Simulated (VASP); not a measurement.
# Sb2Se3 (P2_1/m) in VASP: single point with PBE

Aim: the single point of Sb2Se3 with PBE.

All numbers are computed with VASP 6.6.1; they aren't measurements. Logs are shortened: lines on timing, memory, paths and dates and some standing lists are left out, and cuts for length are marked.

### Step 1. The cell of the first run

The structure is monoclinic, space group P2_1/m (No. 11). Conventional cell: a = 7.167 Å, b = 4.044 Å, c = 10.122 Å, α = 90.00°, β = 91.00°, γ = 90.00°. Within 3.6 Å of Sb (site symmetry m) lie 6 Se at 2.76 to 3.11 Å. Sb (site symmetry m) has 6 Se at 2.78 to 3.01 Å within 3.7 Å. Within 3.6 Å of Se (site symmetry m) lie 5 Sb at 2.76 to 3.04 Å. Within 3.7 Å of Se (site symmetry m) lie 4 Sb at 2.79 to 3.11 Å. Se (site symmetry m) has 3 Sb at 2.78 to 2.80 Å within 3.7 Å.

### Step 2. Single point, PBE (29.33 Å³/atom)

INCAR

```
ALGO = Normal
EDIFF = 1E-6
ENCUT = 500
GGA = PE
GGA_COMPAT = False
ISIF = 2
ISMEAR = 0
LASPH = True
LCHARG = True
LELF = True
LREAL = False
LVHAR = True
LWAVE = False
NBANDS = 39
NELM = 120
PREC = Accurate
SIGMA = 0.02
```

KPOINTS

```
k-points
0
Gamma
  6 10 4
```

POSCAR

```
Sb2Se3
1.0
    7.1665210556      0.0000000000      0.0867478121
    0.0000000000      4.0435578758      0.0000000000
    0.0550235704      0.0000000000     10.1218578165
Sb Se
4 6
Direct
    0.2501933794      0.7500000000      0.9771746017
    0.0907579138      0.2500000000      0.6475836246
    0.7498066206      0.2500000000      0.0228253983
    0.9092420862      0.7500000000      0.3524163754
    0.9265007518      0.7500000000      0.8337393987
    0.4197321645      0.2500000000      0.8277811926
    0.2431702602      0.7500000000      0.4879695226
    0.0734992482      0.2500000000      0.1662606013
    0.5802678355      0.7500000000      0.1722188074
    0.7568297398      0.2500000000      0.5120304774
```

Potentials or basis: VASP PAW PBE potentials, release 64 (Sb, Se).

Command:

```console
> cat potpaw_PBE.64/Sb/POTCAR potpaw_PBE.64/Se/POTCAR > POTCAR
> mpirun -np 1 vasp_std > vasp.out
```

OUTCAR:

```text
EDIFF = 1E-6
   ENCUT = 500
   GGA = PE
   ISIF = 2
   ISMEAR = 0
   LASPH = True
   LREAL = False
   NELM = 120
   PREC = Accurate

 ion  position               nearest neighbor table
   1  0.250  0.750  0.977-   5 2.76   6 2.79   6 2.79   8 3.04   8 3.04   9 3.11
   2  0.091  0.250  0.648-  10 2.78   7 2.80   7 2.80   5 2.99   5 2.99   6 3.01
   3  0.750  0.250  0.023-   8 2.76   9 2.79   9 2.79   5 3.04   5 3.04   6 3.11
   4  0.909  0.750  0.352-   7 2.78  10 2.80  10 2.80   8 2.99   8 2.99   9 3.01
   5  0.927  0.750  0.834-   1 2.76   2 2.99   2 2.99   3 3.04   3 3.04
   6  0.420  0.250  0.828-   1 2.79   1 2.79   2 3.01   3 3.11
   7  0.243  0.750  0.488-   4 2.78   2 2.80   2 2.80
   8  0.073  0.250  0.166-   3 2.76   4 2.99   4 2.99   1 3.04   1 3.04
   9  0.580  0.750  0.172-   3 2.79   3 2.79   4 3.01   1 3.11
  10  0.757  0.250  0.512-   2 2.78   4 2.80   4 2.80

  LATTYP: Found a simple monoclinic cell.
 ALAT       =     7.1670460598
 B/A-ratio  =     0.5641875107
 C/A-ratio  =     1.4122983567
 COS(beta)  =    -0.0175391615

  Lattice vectors:

 A1 = (   7.1665210556,   0.0000000000,   0.0867478121)
 A2 = (   0.0000000000,  -4.0435578758,   0.0000000000)
 A3 = (  -0.0550235704,   0.0000000000, -10.1218578165)

Analysis of symmetry for initial positions (statically):
=====================================================================
 Subroutine PRICEL returns:
 Original cell was already a primitive cell.

 Routine SETGRP: Setting up the symmetry group for a
 simple monoclinic supercell.

 Subroutine GETGRP returns: Found  4 space group operations
 (whereof  2 operations were pure point group operations)
 out of a pool of  4 trial point group operations.

The static configuration has the point symmetry S_2 .
 The point group associated with its full space group is C_2h.

Analysis of symmetry for dynamics (positions and initial velocities):
=====================================================================
 Subroutine PRICEL returns:
 Original cell was already a primitive cell.

 Routine SETGRP: Setting up the symmetry group for a
 simple monoclinic supercell.

 Subroutine GETGRP returns: Found  4 space group operations
 (whereof  2 operations were pure point group operations)
 out of a pool of  4 trial point group operations.

The dynamic configuration has the point symmetry S_2 .
 The point group associated with its full space group is C_2h.

 Subroutine INISYM returns: Found  4 space group operations
 (whereof  2 operations are pure point group operations),
 and found     1 'primitive' translations

----------------------------------------------------------------------------------------

                                     Primitive cell

  volume of cell :     293.2944

  direct lattice vectors                    reciprocal lattice vectors
     7.166521056  0.000000000  0.086747812     0.139546901  0.000000000 -0.000758593
     0.000000000  4.043557876  0.000000000     0.000000000  0.247306959  0.000000000
     0.055023570  0.000000000 10.121857817    -0.001195965  0.000000000  0.098802594

  length of vectors
     7.167046060  4.043557876 10.122007373     0.139548963  0.247306959  0.098809832

  position of ions in fractional coordinates (direct lattice)
     0.250193379  0.750000000  0.977174602
     0.090757914  0.250000000  0.647583625
     0.749806621  0.250000000  0.022825398
     0.909242086  0.750000000  0.352416375
     0.926500752  0.750000000  0.833739399
     0.419732164  0.250000000  0.827781193
     0.243170260  0.750000000  0.487969523
     0.073499248  0.250000000  0.166260601
     0.580267836  0.750000000  0.172218807
     0.756829740  0.250000000  0.512030477

  ion indices of the primitive-cell ions
   primitive index   ion index
                 1           1
                 2           2
                 3           3
                 4           4
                 5           5
                 6           6
                 7           7
                 8           8
                 9           9
                10          10

----------------------------------------------------------------------------------------

 KPOINTS: k-points

Automatic generation of k-mesh.
 Grid dimensions read from file:
 generate k-points for:    6   10    4

 Generating k-lattice:

  Cartesian coordinates                     Fractional coordinates (reciprocal lattice)
     0.023257817  0.000000000 -0.000126432     0.166666667  0.000000000 -0.000000000
     0.000000000  0.024730696  0.000000000     0.000000000  0.100000000  0.000000000
    -0.000298991  0.000000000  0.024700648     0.000000000  0.000000000  0.250000000

  Length of vectors
     0.023258161  0.024730696  0.024702458

  Shift w.r.t. Gamma in fractional coordinates (k-lattice)
     0.000000000  0.000000000  0.000000000

 Subroutine IBZKPT returns following result:
 ===========================================

 Found     84 irreducible k-points:

 Following reciprocal coordinates:
            Coordinates               Weight
  0.000000  0.000000  0.000000      1.000000
  0.166667  0.000000  0.000000      2.000000
  0.333333  0.000000  0.000000      2.000000
  0.500000  0.000000 -0.000000      1.000000
  0.000000  0.100000  0.000000      2.000000
  0.166667  0.100000  0.000000      4.000000
[... 16 lines left out ...]
  0.333333  0.500000  0.000000      2.000000
  0.500000  0.500000 -0.000000      1.000000
 [... further k-points ...]
   k-points           NKPTS =     84   k-points in BZ     NKDIM =     84   number of bands    NBANDS=     39
   number of dos      NEDOS =    301   number of ions     NIONS =     10
   total plane-waves  NPLWV = 129600
   dimension x,y,z NGX =    54 NGY =   30 NGZ =   80
   dimension x,y,z NGXF=   108 NGYF=   60 NGZF=  160
   ions per type =               4   6
   NGX,Y,Z   is equivalent  to a cutoff of  12.53, 12.33, 13.14 a.u.
   NGXF,Y,Z  is equivalent  to a cutoff of  25.05, 24.67, 26.28 a.u.
 SYSTEM =  unknown system
   PREC   = accura    normal or accurate (medium, high low for compatibility)
   ISTART =      0    job   : 0-new  1-cont  2-samecut
   ICHARG =      2    charge: 1-file 2-atom 10-const
   ISPIN  =      1    spin polarized calculation?
   LNONCOLLINEAR =      F non collinear calculations
   LSORBIT =      F    spin-orbit coupling
   LASPH  =      T    aspherical Exc in radial PAW
   ENCUT  =  500.0 eV  36.75 Ry    6.06 a.u.  13.07  7.37 18.45*2*pi/ulx,y,z
   NELM   =    120;   NELMIN=  2; NELMDL= -5     # of ELM steps
   EDIFF  = 0.1E-05   stopping-criterion for ELM
   LREAL  =      F    real-space projection
   EDIFFG = 0.1E-04   stopping-criterion for IOM
   NSW    =      0    number of steps for IOM
   IBRION =     -1    ionic relax: 0-MD 1-quasi-New 2-CG
   NFREE  =      0    steps in history (QN), initial steepest desc. (CG)
   ISIF   =      2    stress and relaxation
   ISYM   =      2    0-nonsym 1-usesym 2-fastsym
   POTIM  = 0.5000    time-step for ionic-motion
   TEBEG  =    0.0;   TEEND  =   0.0 temperature during run
   PSTRESS=    0.0 pullay stress
   NELECT =      56.0000    total number of electrons
   NUPDOWN=      -1.0000    fix difference up-down
   EMIN   =  10.00;   EMAX   =-10.00  energy-range for DOS
   EFERMI =   0.00;   METHOD = LEGACY
   ISMEAR =     0;   SIGMA  =   0.02  broadening in eV -4-tet -1-fermi 0-gaus
   EFERMI_NEDOS =   21; number of points for ismear=-14 and -15
   IALGO  =     38    algorithm
   IMIX   =      4    mixing-type and parameters
     AMIX     =   0.40;   BMIX     =  1.00
     AMIX_MAG =   1.60;   BMIX_MAG =  1.00
  volume/ion in A,a.u.               =      29.33       197.92
  Fermi-wavevector in a.u.,A,eV,Ry     =   0.942692  1.781429 12.091053  0.888667
  Thomas-Fermi vector in A             =   2.070326
   LORBIT       =      0    0 simple, 1 ext, 2 COOP (PROOUT), +10 PAW based schemes
   GGA     = PE    functional components
   LHFCALC =     F    Hartree Fock is set to
   AEXX    =    0.0000 exact exchange contribution
   IVDW    =     0    specifies the selected vdW correction
   LEPSILON=     F    determine dielectric tensor
   LRPA    =     F    only Hartree local field effects (RPA)
 non-spin polarized calculation
 Gauss-broadening in eV      SIGMA  =   0.02
  energy-cutoff  :      500.00
  volume of cell :      293.29
 maximum number of plane-waves:      7484
 NGX is ok and might be reduce to    54
   NGX = 27   NGY = 15   NGZ = 37

 number of electron      56.0000000 magnetization

 Free energy of the ion-electron system (eV)
  ---------------------------------------------------
  ext. energy  EPLUGINS =         0.00000000
  ---------------------------------------------------
  free energy    TOTEN  =       -40.22721589 eV

  energy without entropy =      -40.22721589  energy(sigma->0) =      -40.22721589

 E-fermi :   4.2083     XC(G=0):  -8.9182

 val. band max:        4.0728650700   @ k =   0.1667   0.0000   0.2500
 cond. band min:       4.5587113566   @ k =   0.1667   0.0000   0.5000
 fundamental gap:      0.4858462866
 Fermi energy:         4.2082791048

 k-point     1 :       0.0000    0.0000    0.0000
  band No.  band energies     occupation
      1     -10.0353      2.00000
      2      -9.3306      2.00000
      3      -9.0449      2.00000
      4      -8.5532      2.00000
      5      -8.4915      2.00000
      6      -8.3942      2.00000
[... 31 lines left out ...]
     38       7.2864      0.00000
     39       7.6865      0.00000

 k-point     2 :       0.1667    0.0000    0.0000
  band No.  band energies     occupation
      1      -9.9984      2.00000
      2      -9.3204      2.00000
      3      -9.0562      2.00000
      4      -8.6576      2.00000
      5      -8.4521      2.00000
      6      -8.4155      2.00000
[... 913 lines left out ...]
     38       7.7602      0.00000
     39       8.0689      0.00000

 k-point    24 :       0.5000    0.5000   -0.0000
  band No.  band energies     occupation
      1      -8.6629      2.00000
      2      -8.6629      2.00000
      3      -8.4504      2.00000
      4      -8.4504      2.00000
      5      -8.3975      2.00000
      6      -8.3975      2.00000
[... 31 lines left out ...]
     38       7.6744      0.00000
     39       7.8763      0.00000

 [... further k-points ...]

------------------------ aborting loop because EDIFF is reached ----------------------------------------

  FORCE on cell =-STRESS in cart. coord.  units (eV):
  Direction    XX          YY          ZZ          XY          YZ          ZX
  --------------------------------------------------------------------------------------
  -------------------------------------------------------------------------------------
  Total        1.5818908      1.5298584      1.5115145      0.0000000      0.0000000     -0.0197264
  in kB        8.6413854      8.3571484      8.2569412      0.0000000      0.0000000     -0.1077593
  external PRESSURE =       8.4184917 kB  Pullay stress =       0.0000000 kB

 VOLUME and BASIS-vectors are now :
 -----------------------------------------------------------------------------
  energy-cutoff  :      500.00
  volume of cell :      293.29
      direct lattice vectors                 reciprocal lattice vectors
     7.166521056  0.000000000  0.086747812     0.139546901  0.000000000 -0.000758593
     0.000000000  4.043557876  0.000000000     0.000000000  0.247306959  0.000000000
     0.055023570  0.000000000 10.121857817    -0.001195965  0.000000000  0.098802594

 POSITION                                       TOTAL-FORCE (eV/Angst)
 -----------------------------------------------------------------------------------
      1.84678      3.03267      9.91253         0.002301     -0.000000      0.031374
      0.68605      1.01089      6.56262        -0.002951      0.000000      0.022171
      5.37476      1.01089      0.29608        -0.002301     -0.000000     -0.031374
      6.53549      3.03267      3.64598         0.002951     -0.000000     -0.022171
      6.68566      3.03267      8.51936        -0.013799     -0.000000     -0.010297
      3.05357      1.01089      8.41509         0.009884     -0.000000     -0.006669
      1.76953      3.03267      4.96025         0.002292     -0.000000     -0.004915
      0.53588      1.01089      1.68924         0.013799      0.000000      0.010297
      4.16798      3.03267      1.79351        -0.009884      0.000000      0.006669
      5.45201      1.01089      5.24835        -0.002292     -0.000000      0.004915
 -----------------------------------------------------------------------------------
    total drift:                               -0.000000     -0.000000     -0.000000

  FREE ENERGIE OF THE ION-ELECTRON SYSTEM (eV)
  ---------------------------------------------------
  free  energy   TOTEN  =       -40.2272158901 eV

  energy  without entropy=      -40.2272158901  energy(sigma->0) =      -40.22721589
```

It took 9.5 min on 1 thread of Oxide Virtual Turin-like, shared host; peak memory 0.8 GiB.

Results:

```yaml
Free_energy: -40.2272 eV
Pressure: 0.8 GPa
Largest_force: 0.031 eV/Å
Band_gap_on_the_k_mesh: 0.49 eV (least direct gap 0.60 eV)
```

Forces in eV/Å, atoms in the order of the input:
```
Sb   0.002  0.000  0.031
Sb  -0.003  0.000  0.022
Sb  -0.002  0.000 -0.031
Sb   0.003  0.000 -0.022
Se  -0.014  0.000 -0.010
Se   0.010  0.000 -0.007
Se   0.002  0.000 -0.005
Se   0.014  0.000  0.010
Se  -0.010  0.000  0.007
Se  -0.002  0.000  0.005
```

Caveat: semilocal functionals underestimate gaps, and a narrow one can read as zero; spin-orbit coupling is left out, which moves the levels of the heavy elements. A k mesh can miss the band edges.
